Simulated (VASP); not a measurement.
# Zr (Fm-3m) in VASP: settings compared

Aim: see how the results for Zr move with the level of theory and the settings. Levels: r2SCAN, r2SCAN0. Tasks: single point.

Everything below comes from runs of VASP 6.6.1. Logs are shortened: lines on timing, memory, paths and dates and some standing lists are left out, and cuts for length are marked.

### Step 1. The cell of the first run

It takes space group Fm-3m (No. 225, cubic). Conventional cell: a = 4.536 Å, b = 4.536 Å, c = 4.536 Å, α = 90.00°, β = 90.00°, γ = 90.00°. Zr (site symmetry m-3m) has 12 Zr at 3.21 Å within 4.2 Å.

### Step 2. Single point, r2SCAN

File POSCAR:

```
Zr
1.0
    0.0000000000      2.2682329870      2.2682329870
    2.2682329870      0.0000000000      2.2682329870
    2.2682329870      2.2682329870      0.0000000000
Zr
1
Direct
    0.0000000000      0.0000000000      0.0000000000
```

File INCAR.step1:

```
SYSTEM = Zr
PREC     = Accurate       ! precision mode
ENCUT    = 520            ! plane-wave cutoff, eV
ISMEAR   = -1             ! smearing method
SIGMA    = 0.1            ! smearing width, eV
LREAL    = .False.        ! projectors in reciprocal space
LASPH    = .True.         ! aspherical terms in the spheres
NELM     = 80             ! most SCF steps
NBANDS   = 12             ! bands
GGA      = PE             ! functional
ALGO     = Normal         ! electronic algorithm
EDIFF    = 1E-4           ! SCF threshold, eV
LWAVE    = .True.         ! write WAVECAR
LCHARG   = .False.        ! write CHGCAR
```

File INCAR.step2:

```
SYSTEM = Zr
PREC     = Accurate       ! precision mode
ENCUT    = 520            ! plane-wave cutoff, eV
EDIFF    = 1E-6           ! SCF threshold, eV
ISMEAR   = -1             ! smearing method
SIGMA    = 0.1            ! smearing width, eV
LREAL    = .False.        ! projectors in reciprocal space
LASPH    = .True.         ! aspherical terms in the spheres
NELM     = 80             ! most SCF steps
ALGO     = Normal         ! electronic algorithm
ISIF     = 2              ! what is computed and relaxed
LWAVE    = .False.        ! write WAVECAR
LCHARG   = .False.        ! write CHGCAR
METAGGA  = R2SCAN         ! meta-GGA
LMIXTAU  = .True.       
NBANDS   = 12             ! bands
ISTART   = 1
```

File KPOINTS:

```
Automatic mesh
0
Gamma
  20 20 20
  0 0 0
```

Potentials or basis: VASP PAW PBE potentials, release 64 (Zr_sv).

Run with:

```
> cat potpaw_PBE.64/Zr_sv/POTCAR > POTCAR
> cp INCAR.step1 INCAR
> mpirun -np 1 vasp_std > vasp.out
> cp INCAR.step2 INCAR
> mpirun -np 1 vasp_std > vasp.out
```

OUTCAR:

```text
SYSTEM = Zr
   PREC = Accurate
   ENCUT = 520
   EDIFF = 1E-6
   ISMEAR = -1
   LREAL = .False.
   LASPH = .True.
   NELM = 80
   ISIF = 2
   METAGGA = R2SCAN
   ISTART = 1

 ion  position               nearest neighbor table
   1  0.000  0.000  0.000-

  LATTYP: Found a face centered cubic cell.
 ALAT       =     4.5364659740

  Lattice vectors:

 A1 = (   0.0000000000,   2.2682329870,   2.2682329870)
 A2 = (   2.2682329870,   0.0000000000,   2.2682329870)
 A3 = (   2.2682329870,   2.2682329870,   0.0000000000)

Analysis of symmetry for initial positions (statically):
=====================================================================
 Subroutine PRICEL returns:
 Original cell was already a primitive cell.

 Routine SETGRP: Setting up the symmetry group for a
 face centered cubic supercell.

 Subroutine GETGRP returns: Found 48 space group operations
 (whereof 48 operations were pure point group operations)
 out of a pool of 48 trial point group operations.

The static configuration has the point symmetry O_h .

Analysis of symmetry for dynamics (positions and initial velocities):
=====================================================================
 Subroutine PRICEL returns:
 Original cell was already a primitive cell.

 Routine SETGRP: Setting up the symmetry group for a
 face centered cubic supercell.

 Subroutine GETGRP returns: Found 48 space group operations
 (whereof 48 operations were pure point group operations)
 out of a pool of 48 trial point group operations.

The dynamic configuration has the point symmetry O_h .

 Subroutine INISYM returns: Found 48 space group operations
 (whereof 48 operations are pure point group operations),
 and found     1 'primitive' translations

----------------------------------------------------------------------------------------

                                     Primitive cell

  volume of cell :      23.3396

  direct lattice vectors                    reciprocal lattice vectors
     0.000000000  2.268232987  2.268232987    -0.220435909  0.220435909  0.220435909
     2.268232987  0.000000000  2.268232987     0.220435909 -0.220435909  0.220435909
     2.268232987  2.268232987  0.000000000     0.220435909  0.220435909 -0.220435909

  length of vectors
     3.207765853  3.207765853  3.207765853     0.381806194  0.381806194  0.381806194

  position of ions in fractional coordinates (direct lattice)
     0.000000000  0.000000000  0.000000000

  ion indices of the primitive-cell ions
   primitive index   ion index
                 1           1

----------------------------------------------------------------------------------------

 KPOINTS: Automatic mesh

Automatic generation of k-mesh.
 Grid dimensions read from file:
 generate k-points for:   20   20   20

 Generating k-lattice:

  Cartesian coordinates                     Fractional coordinates (reciprocal lattice)
    -0.011021795  0.011021795  0.011021795     0.050000000  0.000000000  0.000000000
     0.011021795 -0.011021795  0.011021795     0.000000000  0.050000000  0.000000000
     0.011021795  0.011021795 -0.011021795     0.000000000  0.000000000  0.050000000

  Length of vectors
     0.019090310  0.019090310  0.019090310

  Shift w.r.t. Gamma in fractional coordinates (k-lattice)
     0.000000000  0.000000000  0.000000000

 Subroutine IBZKPT returns following result:
 ===========================================

 Found    256 irreducible k-points:

 Following reciprocal coordinates:
            Coordinates               Weight
  0.000000  0.000000  0.000000      1.000000
  0.050000  0.000000  0.000000      8.000000
  0.100000  0.000000  0.000000      8.000000
  0.150000  0.000000  0.000000      8.000000
  0.200000  0.000000  0.000000      8.000000
  0.250000  0.000000  0.000000      8.000000
[... 16 lines left out ...]
 -0.400000  0.050000  0.000000     24.000000
 -0.350000  0.050000  0.000000     24.000000
 [... further k-points ...]
   k-points           NKPTS =    256   k-points in BZ     NKDIM =    256   number of bands    NBANDS=     12
   number of dos      NEDOS =    301   number of ions     NIONS =      1
   total plane-waves  NPLWV =  13824
   dimension x,y,z NGX =    24 NGY =   24 NGZ =   24
   dimension x,y,z NGXF=    48 NGYF=   48 NGZF=   48
   ions per type =               1
   NGX,Y,Z   is equivalent  to a cutoff of  12.44, 12.44, 12.44 a.u.
   NGXF,Y,Z  is equivalent  to a cutoff of  24.88, 24.88, 24.88 a.u.
 SYSTEM =  Zr
   PREC   = accura    normal or accurate (medium, high low for compatibility)
   ISTART =      1    job   : 0-new  1-cont  2-samecut
   ICHARG =      0    charge: 1-file 2-atom 10-const
   ISPIN  =      1    spin polarized calculation?
   LNONCOLLINEAR =      F non collinear calculations
   LSORBIT =      F    spin-orbit coupling
   LASPH  =      T    aspherical Exc in radial PAW
   ENCUT  =  520.0 eV  38.22 Ry    6.18 a.u.   5.96  5.96  5.96*2*pi/ulx,y,z
   NELM   =     80;   NELMIN=  2; NELMDL=  0     # of ELM steps
   EDIFF  = 0.1E-05   stopping-criterion for ELM
   LREAL  =      F    real-space projection
   EDIFFG = 0.1E-04   stopping-criterion for IOM
   NSW    =      0    number of steps for IOM
   IBRION =     -1    ionic relax: 0-MD 1-quasi-New 2-CG
   NFREE  =      0    steps in history (QN), initial steepest desc. (CG)
   ISIF   =      2    stress and relaxation
   ISYM   =      2    0-nonsym 1-usesym 2-fastsym
   POTIM  = 0.5000    time-step for ionic-motion
   TEBEG  =    0.0;   TEEND  =   0.0 temperature during run
   PSTRESS=    0.0 pullay stress
   NELECT =      12.0000    total number of electrons
   NUPDOWN=      -1.0000    fix difference up-down
   EMIN   =  10.00;   EMAX   =-10.00  energy-range for DOS
   EFERMI =   0.00;   METHOD = LEGACY
   ISMEAR =    -1;   SIGMA  =   0.10  broadening in eV -4-tet -1-fermi 0-gaus
   EFERMI_NEDOS =   21; number of points for ismear=-14 and -15
   IALGO  =     38    algorithm
   IMIX   =      4    mixing-type and parameters
     AMIX     =   0.40;   BMIX     =  1.00
     AMIX_MAG =   1.60;   BMIX_MAG =  1.00
  volume/ion in A,a.u.               =      23.34       157.50
  Fermi-wavevector in a.u.,A,eV,Ry     =   1.311508  2.478391 23.402742  1.720053
  Thomas-Fermi vector in A             =   2.441965
   LORBIT       =      0    0 simple, 1 ext, 2 COOP (PROOUT), +10 PAW based schemes
   METAGGA = R2SCAN    functional components
   LHFCALC =     F    Hartree Fock is set to
   AEXX    =    0.0000 exact exchange contribution
   IVDW    =     0    specifies the selected vdW correction
   LEPSILON=     F    determine dielectric tensor
   LRPA    =     F    only Hartree local field effects (RPA)
 non-spin polarized calculation
  energy-cutoff  :      520.00
  volume of cell :       23.34
 maximum number of plane-waves:       642
   NGX = 11   NGY = 11   NGZ = 11

 number of electron      12.0000000 magnetization

 Free energy of the ion-electron system (eV)
  ---------------------------------------------------
  ext. energy  EPLUGINS =         0.00000000
  ---------------------------------------------------
  free energy    TOTEN  =       -22.71754731 eV

  energy without entropy =      -22.67099808  energy(sigma->0) =      -22.69427270

 E-fermi :   8.8724     XC(G=0): -11.9540

 val. band max:        8.8595266548   @ k =   0.3000   0.0000   0.0000
 cond. band min:       8.8762694144   @ k =  -0.4000   0.3000   0.1500
 fundamental gap:      0.0167427596
 Fermi energy:         8.8723914332

 k-point     1 :       0.0000    0.0000    0.0000
  band No.  band energies     occupation
      1     -41.5203      2.00000
      2     -18.3223      2.00000
      3     -18.3223      2.00000
      4     -18.3223      2.00000
      5       2.9876      2.00000
      6      10.0061      0.00002
      7      10.0061      0.00002
      8      10.0061      0.00002
      9      12.6034      0.00000
     10      12.6034      0.00000
     11      19.7381      0.00000
     12      24.2927      0.00000

 k-point     2 :       0.0500    0.0000    0.0000
  band No.  band energies     occupation
      1     -41.5167      2.00000
      2     -18.3486      2.00000
      3     -18.3255      2.00000
      4     -18.3255      2.00000
      5       3.0722      2.00000
      6       9.9212      0.00006
      7      10.0460      0.00002
      8      10.0460      0.00002
      9      12.5612      0.00000
     10      12.5613      0.00000
     11      19.9254      0.00000
     12      23.8786      0.00000

 k-point     3 :       0.1000    0.0000    0.0000
  band No.  band energies     occupation
      1     -41.5061      2.00000
      2     -18.4245      2.00000
      3     -18.3347      2.00000
      4     -18.3347      2.00000
      5       3.3193      2.00000
      6       9.6946      0.00054
      7      10.1537      0.00001
      8      10.1537      0.00001
      9      12.4580      0.00000
     10      12.4580      0.00000
     11      20.4394      0.00000
     12      23.0371      0.00000
[... 286 lines left out ...]
 k-point    23 :      -0.4000    0.0500    0.0000
  band No.  band energies     occupation
      1     -41.3779      2.00000
      2     -19.2587      2.00000
      3     -18.4667      2.00000
      4     -18.4393      2.00000
      5       5.8307      2.00000
      6       9.3727      0.01334
      7       9.8874      0.00008
      8       9.9822      0.00003
      9      13.8021      0.00000
     10      14.3315      0.00000
     11      18.9876      0.00000
     12      20.5785      0.00000

 k-point    24 :      -0.3500    0.0500    0.0000
  band No.  band energies     occupation
      1     -41.3928      2.00000
      2     -19.1662      2.00000
      3     -18.4571      2.00000
      4     -18.4233      2.00000
      5       5.6934      2.00000
      6       9.0652      0.25403
      7       9.9709      0.00003
      8      10.0985      0.00001
      9      13.2967      0.00000
     10      13.9620      0.00000
     11      19.2365      0.00000
     12      21.5816      0.00000

 [... further k-points ...]
[... 5 lines left out ...]
  --------------------------------------------------------------------------------------
  -------------------------------------------------------------------------------------
  Total        0.0190831      0.0190831      0.0190831     -0.0000000     -0.0000000     -0.0000000
  in kB        1.3099833      1.3099833      1.3099833     -0.0000000     -0.0000000     -0.0000000
  external PRESSURE =       1.3099833 kB  Pullay stress =       0.0000000 kB

 VOLUME and BASIS-vectors are now :
 -----------------------------------------------------------------------------
  energy-cutoff  :      520.00
  volume of cell :       23.34
      direct lattice vectors                 reciprocal lattice vectors
     0.000000000  2.268232987  2.268232987    -0.220435909  0.220435909  0.220435909
     2.268232987  0.000000000  2.268232987     0.220435909 -0.220435909  0.220435909
     2.268232987  2.268232987  0.000000000     0.220435909  0.220435909 -0.220435909

 POSITION                                       TOTAL-FORCE (eV/Angst)
 -----------------------------------------------------------------------------------
      0.00000      0.00000      0.00000         0.000000      0.000000     -0.000000
 -----------------------------------------------------------------------------------
    total drift:                                0.000000     -0.000000     -0.000000

  FREE ENERGIE OF THE ION-ELECTRON SYSTEM (eV)
  ---------------------------------------------------
  free  energy   TOTEN  =       -22.7175473070 eV

  energy  without entropy=      -22.6709980843  energy(sigma->0) =      -22.69427270
```

It took 2.8 min on 1 thread of Intel Xeon Platinum 8375C at 2.90GHz (Ice Lake), shared host; peak memory 0.19 GiB.

Results:

- Free energy: -22.7175 eV
- Pressure: 0.1 GPa
- Band gap on the k mesh: zero (band 6 reaches 10.01 eV, above the bottom of band 7 at 8.43 eV)

Caveat: the PAW data sets were made with another functional, which shifts forces and pressure a little.

### Step 3. Single point, r2SCAN

File POSCAR:

```
Zr
1.0
    0.0000000000      2.2682329867      2.2682329867
    2.2682329867      0.0000000000      2.2682329867
    2.2682329867      2.2682329867      0.0000000000
Zr
1
Direct
    0.0000000000      0.0000000000      0.0000000000
```

File INCAR.step1:

```
  PREC = Accurate
  ENCUT = 550
  ISMEAR = -1
  SIGMA = 0.1
  LREAL = F
  LASPH = T
  NELM = 120
  NBANDS = 12
  GGA = PE
  ALGO = Normal
  EDIFF = 1E-5
  LWAVE = T
  LCHARG = F
  GGA_COMPAT = F
```

File INCAR.step2:

```
  PREC = Accurate
  ENCUT = 550
  EDIFF = 1E-6
  ISMEAR = -1
  SIGMA = 0.1
  LREAL = F
  LASPH = T
  NELM = 120
  ALGO = Normal
  ISIF = 2
  LWAVE = F
  LCHARG = F
  METAGGA = R2SCAN
  LMIXTAU = T
  NBANDS = 12
  ISTART = 1
  GGA_COMPAT = F
```

File KPOINTS:

```
Automatic mesh
0
Gamma
  6 6 6
```

Potentials or basis: VASP PAW PBE potentials, release 64 (Zr_sv).

Run with:

```
> cat potpaw_PBE.64/Zr_sv/POTCAR > POTCAR
> cp INCAR.step1 INCAR
> mpirun -np 1 vasp_std > vasp.out
> cp INCAR.step2 INCAR
> mpirun -np 1 vasp_std > vasp.out
```

Run time: 13 s. Hardware: 1 thread of Intel Xeon 6975P-C (Granite Rapids), shared host; peak memory 0.16 GiB.

The run converged. Its results:

| Property | Result |
| --- | --- |
| Free energy | -22.7091 eV |
| Pressure | 0.6 GPa |
| Band gap on the k mesh | zero (band 6 reaches 10.00 eV, above the bottom of band 7 at 8.80 eV) |

Levels at points of the mesh, in eV from the Fermi level:
```tsv
k point	band 2	band 3	band 4	band 5	band 6	band 7	band 8	band 9	band 10	band 11
(0.00, 0.00, 0.00)	-27.17	-27.17	-27.17	-5.85	1.17	1.17	1.17	3.75	3.75	10.90
(0.50, 0.00, 0.00)	-28.18	-27.30	-27.30	-3.03	1.00	1.00	1.01	5.51	5.51	10.13
(0.50, 0.50, 0.00)	-28.11	-27.52	-27.52	-3.05	-2.22	3.04	5.57	5.99	5.99	10.34
```

Caveat: the k points lie up to 0.40 Å⁻¹ apart; the PAW data sets were made with another functional, which shifts forces and pressure a little.

### Step 4. Single point, r2SCAN0

POSCAR is that of step 3.

File INCAR.step1:

```
SYSTEM = Zr
PREC = Accurate
ENCUT = 440
EDIFF = 1E-5
ISMEAR = -1
SIGMA = 0.1
LREAL = .FALSE.
LASPH = .TRUE.
NELM = 120
ALGO = Normal
ISIF = 2
LWAVE = .TRUE.
LCHARG = .FALSE.
GGA = PE
NBANDS = 12
GGA_COMPAT = .FALSE.
```

File INCAR.step2:

```
SYSTEM = Zr
PREC = Accurate
ENCUT = 440
EDIFF = 1E-6
ISMEAR = -1
SIGMA = 0.1
LREAL = .FALSE.
LASPH = .TRUE.
NELM = 120
ALGO = Normal
ISIF = 2
LWAVE = .FALSE.
LCHARG = .FALSE.
METAGGA = R2SCAN
LHFCALC = .TRUE.
AEXX = 0.25
LMIXTAU = .TRUE.
PRECFOCK = Normal
ISTART = 1
NBANDS = 12
GGA_COMPAT = .FALSE.
```

File KPOINTS:

```
Automatic mesh
0
G
  6 6 6
  0 0 0
```

Run with:

```
> cat potpaw_PBE.64/Zr_sv/POTCAR > POTCAR
> cp INCAR.step1 INCAR
> mpirun -np 1 vasp_std > vasp.out
> cp INCAR.step2 INCAR
> mpirun -np 1 vasp_std > vasp.out
```

Wall time 7.6 min (1 thread of Intel Xeon 6975P-C (Granite Rapids), shared host); peak memory 0.15 GiB.

It converged, with:

* Free energy: -21.5498 eV
* Pressure: 2.4 GPa
* Band gap on the k mesh: zero (band 6 reaches 10.79 eV, above the bottom of band 7 at 8.62 eV)

Levels at points of the mesh, in eV from the Fermi level:
| k point | band 3 | band 4 | band 5 | band 6 | band 7 | band 8 | band 9 | band 10 |
| --- | --- | --- | --- | --- | --- | --- | --- | --- |
| (0.00, 0.00, 0.00) | -29.42 | -29.42 | -7.14 | 2.03 | 2.03 | 2.03 | 4.98 | 4.98 |
| (0.50, 0.00, 0.00) | -29.55 | -29.55 | -3.85 | 0.99 | 1.91 | 1.91 | 6.71 | 6.71 |
| (0.50, 0.50, 0.00) | -29.79 | -29.79 | -3.77 | -2.95 | 3.61 | 6.89 | 7.22 | 7.22 |

Caveat: the k points lie up to 0.40 Å⁻¹ apart; the PAW data sets were made with another functional, which shifts forces and pressure a little.

### Step 5. Summary

| level | k mesh | cutoff (eV) | grid for exact exchange (PRECFOCK) | gap on the mesh (eV) | pressure (GPa) |
| --- | --- | --- | --- | --- | --- |
| r2SCAN | 20 × 20 × 20 | 520 | - | none | 0.1 |
| r2SCAN | 6 × 6 × 6 | 550 | - | none | 0.6 |
| r2SCAN0 | 6 × 6 × 6 | 440 | Normal | none | 2.4 |

Alike in all rows: task single point; potentials or basis VASP PAW PBE potentials, release 64 (Zr_sv); no spin polarisation; cell as given; smearing fermi-dirac 0.1 eV.

Caveats: some runs use coarse meshes; the PAW data sets were made with another functional, which shifts forces and pressure a little.

Total energies depend on the potentials used, so only differences within one code and one set of settings carry meaning.
